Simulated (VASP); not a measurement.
A run of VASP 6.6.1:

INCAR

```
SYSTEM = EuS3
PREC = Accurate ; ENCUT = 520
EDIFF = 1E-6 ; ISMEAR = 0
SIGMA = 0.1 ; LREAL = .FALSE.
LASPH = .TRUE. ; NELM = 150
ALGO = Normal ; ISIF = 2
LWAVE = .FALSE. ; LCHARG = .FALSE.
ISPIN = 2 ; MAGMOM = 7 0 0 0
LORBIT = 11 ; LMAXMIX = 6
GGA = PE ; NBANDS = 30
```

KPOINTS

```
regular mesh
0
G
  4 4 4
  0 0 0
```

Contents of POSCAR:

```
EuS3
1.0
   -2.7342888300      2.8464201400      3.8162966400
    2.7342888300     -2.8464201400      3.8162966400
    2.7342888300      2.8464201400     -3.8162966400
Eu S
1 3
Direct
    0.5000000000      0.5000000000      0.0000000000
    0.1151564000      0.1151564000      0.0000000000
    0.8848436000      0.8848436000      0.0000000000
    0.0000000000      0.5000000000      0.5000000000
```

Potentials or basis: VASP PAW PBE potentials, release 64 (Eu, S).

The run is started by

```sh
$ cat potpaw_PBE.64/Eu/POTCAR potpaw_PBE.64/S/POTCAR > POTCAR
$ mpirun -np 1 vasp_std > vasp.out
```

Hardware: 1 thread of Intel Xeon 8259CL, with other jobs on the host.

How long does it take, and how much memory?

It took 7.4 min on 1 thread of Intel Xeon 8259CL (shared host), peak memory 0.38 GiB. Counts: scf iterations 24, k points 18.
